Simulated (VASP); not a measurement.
# NaRu3W4 (Im-3m) in VASP: a series of runs, part 2 of 2

VASP 6.6.1.

## 3. Single point, PBE, collinear spin, ferromagnetic start

This run uses another cell than the first one, of 15.37 Å³/atom.

Contents of INCAR:

```
SYSTEM = NaRu3W4
PREC     = Accurate       ! precision mode
ENCUT    = 520            ! plane-wave cutoff, eV
EDIFF    = 1E-6           ! SCF threshold, eV
ISMEAR   = 0              ! smearing method
SIGMA    = 0.1            ! smearing width, eV
LREAL    = .FALSE.        ! projectors in reciprocal space
LASPH    = .TRUE.         ! aspherical terms in the spheres
NELM     = 150            ! most SCF steps
ALGO     = Fast           ! electronic algorithm
ISIF     = 2              ! what is computed and relaxed
LWAVE    = .FALSE.        ! write WAVECAR
LCHARG   = .FALSE.        ! write CHGCAR
ISPIN    = 2              ! spin polarisation
MAGMOM   = 0 1 1 1 0 0 0 0 ! initial moments
LORBIT   = 11             ! projections on sites
LMAXMIX  = 4              ! l up to which the mixer works
GGA      = PE             ! functional
NBANDS   = 66             ! bands
```

Contents of KPOINTS:

```
Automatic mesh
0
G
  4 4 4
  0 0 0
```

Contents of POSCAR:

```
NaRu3W4
1.0
   -3.1327682406      3.1327682406      3.1327682406
    3.1327682406     -3.1327682406      3.1327682406
    3.1327682406      3.1327682406     -3.1327682406
Na Ru W
1 3 4
Direct
    0.0000000000      0.0000000000      0.0000000000
    0.0000000000      0.5000000000      0.5000000000
    0.5000000000      0.0000000000      0.5000000000
    0.5000000000      0.5000000000      0.0000000000
    0.5000000000      0.5000000000      0.5000000000
    0.0000000000      0.0000000000      0.5000000000
    0.0000000000      0.5000000000      0.0000000000
    0.5000000000      0.0000000000      0.0000000000
```

Potentials or basis: VASP PAW PBE potentials, release 64 (Na_pv, Ru_pv, W_sv).

Run with:

```
$ cat potpaw_PBE.64/Na_pv/POTCAR potpaw_PBE.64/Ru_pv/POTCAR potpaw_PBE.64/W_sv/POTCAR > POTCAR
$ mpirun -np 1 vasp_std > vasp.out
```

OUTCAR:

```text
SYSTEM = NaRu3W4
   PREC = Accurate
   ENCUT = 520
   EDIFF = 1E-6
   ISMEAR = 0
   LREAL = .FALSE.
   LASPH = .TRUE.
   NELM = 150
   ISIF = 2
   ISPIN = 2
   LORBIT = 11
   GGA = PE

 ion  position               nearest neighbor table
   1  0.000  0.000  0.000-   5 2.71   6 2.71   7 2.71   8 2.71   6 2.71   7 2.71   8 2.71   5 2.71

   2  0.000  0.500  0.500-   5 2.71   6 2.71   7 2.71   8 2.71   7 2.71   6 2.71   5 2.71   8 2.71
                             3 3.13   4 3.13   3 3.13   4 3.13
   3  0.500  0.000  0.500-   5 2.71   6 2.71   7 2.71   8 2.71   8 2.71   5 2.71   6 2.71   7 2.71
                             4 3.13   2 3.13   2 3.13   4 3.13
   4  0.500  0.500  0.000-   5 2.71   6 2.71   7 2.71   8 2.71   5 2.71   8 2.71   7 2.71   6 2.71
                             3 3.13   2 3.13   2 3.13   3 3.13
   5  0.500  0.500  0.500-   1 2.71   2 2.71   3 2.71   4 2.71   4 2.71   3 2.71   2 2.71   1 2.71
                             7 3.13   8 3.13   8 3.13   7 3.13   6 3.13   6 3.13
   6  0.000  0.000  0.500-   1 2.71   2 2.71   3 2.71   4 2.71   1 2.71   2 2.71   3 2.71   4 2.71
                             7 3.13   7 3.13   8 3.13   8 3.13   5 3.13   5 3.13
   7  0.000  0.500  0.000-   1 2.71   2 2.71   3 2.71   4 2.71   2 2.71   1 2.71   4 2.71   3 2.71
                             6 3.13   6 3.13   8 3.13   5 3.13   8 3.13   5 3.13
   8  0.500  0.000  0.000-   1 2.71   2 2.71   3 2.71   4 2.71   3 2.71   4 2.71   1 2.71   2 2.71
                             6 3.13   5 3.13   7 3.13   6 3.13   7 3.13   5 3.13

  LATTYP: Found a body centered cubic cell.
 ALAT       =     6.2655364812

  Lattice vectors:

 A1 = (  -3.1327682406,   3.1327682406,   3.1327682406)
 A2 = (   3.1327682406,  -3.1327682406,   3.1327682406)
 A3 = (   3.1327682406,   3.1327682406,  -3.1327682406)

Analysis of symmetry for initial positions (statically):
=====================================================================
 Subroutine PRICEL returns:
 Original cell was already a primitive cell.

 Routine SETGRP: Setting up the symmetry group for a
 body centered cubic supercell.

 Subroutine GETGRP returns: Found 48 space group operations
 (whereof 48 operations were pure point group operations)
[... 725 lines left out ...]
      2     -63.7190      1.00000
      3     -63.7190      1.00000
      4     -63.7190      1.00000
      5     -32.7755      1.00000
      6     -32.7755      1.00000
[... 525 lines left out ...]
     63      12.2343      0.00000
     64      12.3814      0.00000
 [bands above 64 left out]

------------------------ aborting loop because EDIFF is reached ----------------------------------------

  FORCE on cell =-STRESS in cart. coord.  units (eV):
  Direction    XX          YY          ZZ          XY          YZ          ZX
  --------------------------------------------------------------------------------------
  -------------------------------------------------------------------------------------
  Total        0.3278276      0.3278276      0.3278276      0.0000000      0.0000000      0.0000000
  in kB        4.2708198      4.2708198      4.2708198      0.0000000      0.0000000      0.0000000
  external PRESSURE =       4.2708198 kB  Pullay stress =       0.0000000 kB

 VOLUME and BASIS-vectors are now :
 -----------------------------------------------------------------------------
  energy-cutoff  :      520.00
  volume of cell :      122.98
      direct lattice vectors                 reciprocal lattice vectors
    -3.132768241  3.132768241  3.132768241     0.000000000  0.159603252  0.159603252
     3.132768241 -3.132768241  3.132768241     0.159603252  0.000000000  0.159603252
     3.132768241  3.132768241 -3.132768241     0.159603252  0.159603252  0.000000000

 POSITION                                       TOTAL-FORCE (eV/Angst)
 -----------------------------------------------------------------------------------
      0.00000      0.00000      0.00000        -0.000000      0.000000     -0.000000
      3.13277      0.00000      0.00000         0.000000     -0.000000     -0.000000
      0.00000      3.13277      0.00000        -0.000000     -0.000000     -0.000000
      0.00000      0.00000      3.13277         0.000000     -0.000000     -0.000000
      1.56638      1.56638      1.56638        -0.000000      0.000000      0.000000
      1.56638      1.56638     -1.56638        -0.000000      0.000000      0.000000
      1.56638     -1.56638      1.56638         0.000000      0.000000     -0.000000
     -1.56638      1.56638      1.56638        -0.000000     -0.000000      0.000000
 -----------------------------------------------------------------------------------
    total drift:                                0.000000     -0.000000      0.000000

  FREE ENERGIE OF THE ION-ELECTRON SYSTEM (eV)
  ---------------------------------------------------
  free  energy   TOTEN  =       -74.7651290541 eV

  energy  without entropy=      -74.6970115823  energy(sigma->0) =      -74.73107032

 total charge

# of ion       s       p       d       tot
------------------------------------------
    1        0.170   6.105   0.000   6.275
    2        0.408   6.303   5.963  12.673
    3        0.408   6.303   5.963  12.673
    4        0.408   6.303   5.963  12.673
    5        2.401   6.254   3.253  11.908
    6        2.401   6.254   3.253  11.908
    7        2.401   6.254   3.253  11.908
    8        2.401   6.254   3.253  11.908
--------------------------------------------------
tot         10.996  50.032  30.899  91.927

 magnetization (x)

# of ion       s       p       d       tot
------------------------------------------
    1        0.000   0.001   0.000   0.001
    2       -0.000   0.000   0.001   0.001
    3       -0.000   0.000   0.001   0.001
    4       -0.000   0.000   0.001   0.001
    5        0.000   0.000   0.016   0.017
    6        0.000   0.000   0.016   0.017
    7        0.000   0.000   0.016   0.017
    8        0.000   0.000   0.016   0.017
--------------------------------------------------
tot          0.002   0.002   0.066   0.069
```

OSZICAR:

```text
N       E                     dE             d eps       ncg     rms          rms(c)
DAV:   1     0.149782311700E+04    0.14978E+04   -0.59362E+04  2176   0.190E+03
DAV:   2     0.225253018360E+02   -0.14753E+04   -0.14393E+04  2120   0.611E+02
DAV:   3    -0.740747345898E+02   -0.96600E+02   -0.88835E+02  2344   0.154E+02
[... 10 lines left out ...]
RMM:  14    -0.747651044435E+02   -0.19607E-04   -0.64512E-04  3177   0.106E-01    0.259E-02
RMM:  15    -0.747651236537E+02   -0.19210E-04   -0.20852E-04  3392   0.506E-02    0.181E-02
RMM:  16    -0.747651252975E+02   -0.16437E-05   -0.25410E-05  2891   0.186E-02    0.110E-02
RMM:  17    -0.747651270445E+02   -0.17470E-05   -0.88839E-06  2440   0.106E-02    0.530E-03
RMM:  18    -0.747651281869E+02   -0.11424E-05   -0.24205E-06  1793   0.621E-03    0.397E-03
RMM:  19    -0.747651290541E+02   -0.86721E-06   -0.13391E-06  1569   0.492E-03
   1 F= -.74765129E+02 E0= -.74731070E+02  d E =-.681175E-01  mag=     0.0747
```

It took 95 s on 1 thread of Intel Xeon 6975P-C (Granite Rapids), shared host; peak memory 0.34 GiB.

Results:

```yaml
Free_energy: -74.7651 eV
Pressure: 0.4 GPa
Net_moment: 0.09 μB per cell
Valence_electrons_inside_the_program's_atomic_spheres: Na 6.28; Ru 12.67; W 11.91
```

Levels at points of the mesh, in eV from the Fermi level:
Spin up:
```
           k point  band 50  band 51  band 52  band 53  band 54  band 55
(0.00, 0.00, 0.00)     0.33     0.59     0.59     0.62     0.62     0.62
(0.50, 0.00, 0.00)    -0.76    -0.24    -0.09     0.17     0.19     0.21
(0.50, 0.50, 0.50)    -1.69    -1.69    -1.69    -0.54    -0.54    -0.54
```
Spin down:
```
           k point  band 48  band 49  band 50  band 51  band 52  band 53  band 54  band 55  band 56  band 57
(0.00, 0.00, 0.00)    -0.08    -0.08     0.34     0.60     0.60     0.62     0.62     0.62     1.06     1.06
(0.50, 0.00, 0.00)    -2.06    -1.97    -0.75    -0.23    -0.08     0.18     0.21     0.22     0.37     0.37
(0.50, 0.50, 0.50)    -2.20    -2.20    -1.68    -1.68    -1.68    -0.53    -0.53    -0.53    -0.37    -0.37
```

Caveat: spin-orbit coupling is left out, which moves the levels of the heavy elements.
